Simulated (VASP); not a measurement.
The system is KF.

```
K F
1.0
     0.00000    2.65441    2.65441
     2.65441    0.00000    2.65441
     2.65441    2.65441    0.00000
K F
1 1
Direct
  0.00000 0.00000 0.00000
  0.50000 0.50000 0.50000
```

Base run:

- Program: VASP 6.6.1
- Functional: PBE
- Potentials or basis: VASP PAW PBE potentials, release 64 (K_sv, F)
- Cutoff: 600 eV
- k mesh: 8 × 8 × 8
- Occupations: methfessel-paxton, width 0.0027 eV
- Spin: no spin polarisation

Its results: band gap on the k mesh 6.27 eV; pressure 2.1 GPa.

Question: The run is repeated on the same cell with these changes: functional from PBE to PBEsol; occupations from methfessel-paxton, width 0.0027 eV to gaussian, width 0.01 eV. What comes out?

Answer: Band gap on the k mesh 6.13 eV; pressure 0.0 GPa.

Caveats: the PAW data sets were made with another functional, which shifts forces and pressure a little (at least some runs).

A k mesh can miss the band edges.
